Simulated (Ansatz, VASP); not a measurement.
**BP: VASP beside Ansatz**

POSCAR

```
BP
1.0
    0.0000000000      2.3321950171      2.1456194157
    2.3321950171      0.0000000000      2.1456194157
    2.3321950171      2.3321950171      0.0000000000
B P
1 1
Direct
    0.0000000000      0.0000000000      0.0000000000
    0.7500000000      0.7500000000      0.7500000000
```

INCAR.step1

```
  PREC = Accurate
  ENCUT = 520
  ISMEAR = 0
  SIGMA = 0.05
  LREAL = False
  LASPH = True
  NELM = 100
  NBANDS = 11
  GGA = PE
  ALGO = Normal
  EDIFF = 1E-4
  LWAVE = True
  LCHARG = False
```

Contents of INCAR.step2:

```
  PREC = Accurate
  ENCUT = 520
  EDIFF = 1E-6
  ISMEAR = 0
  SIGMA = 0.05
  LREAL = False
  LASPH = True
  NELM = 100
  ALGO = Normal
  ISIF = 2
  LWAVE = False
  LCHARG = True
  METAGGA = R2SCAN
  LMIXTAU = True
  LELF = True
  LVHAR = True
  NBANDS = 11
  ISTART = 1
```

Contents of KPOINTS:

```
Automatic mesh
0
Gamma
  12 12 12
```

Input for Ansatz:

```yaml
crystal:
  lattice:
    - [0.0, 2.3321950171, 2.1456194157]
    - [2.3321950171, 0.0, 2.1456194157]
    - [2.3321950171, 2.3321950171, 0.0]
  atoms:
    - { symbol: B, position: [0.0, 0.0, 0.0] }
    - { symbol: P, position: [0.75, 0.75, 0.75] }
basis:
  ecutwfc: 500
kpoints:
  mp_grid: { grid: [12, 12, 12] }
hamiltonian:
  xc: r2scan
scf:
  occupations: { method: gaussian, width: 0.05 }
output:
  forces: true
  stress: true
  eigenvalues: true
```

Alike in both runs: task single point; functional r2SCAN; k mesh 12 × 12 × 12; occupations gaussian, width 0.05 eV; no spin polarisation.

```csv
,VASP,Ansatz
version,VASP 6.6.1,Ansatz 0.2.0
potentials or method,"VASP PAW PBE potentials, release 64 (B, P), cutoff 520 eV","scalar-relativistic, plane waves, PAW"
valence electrons in the cell,8,8
```

```csv
,VASP,Ansatz,Ansatz less VASP
gap on the k mesh at the Fermi level (eV),0.16,0.13,-0.026
least direct gap on the mesh (eV),2.80,2.76,-0.037
pressure (GPa),-0.6,-0.1,+0.51
"traceless stress, the component that is largest in VASP (GPa)",14.28,14.21,-0.072
```

VASP's potentials were made for PBE, not for r2SCAN.
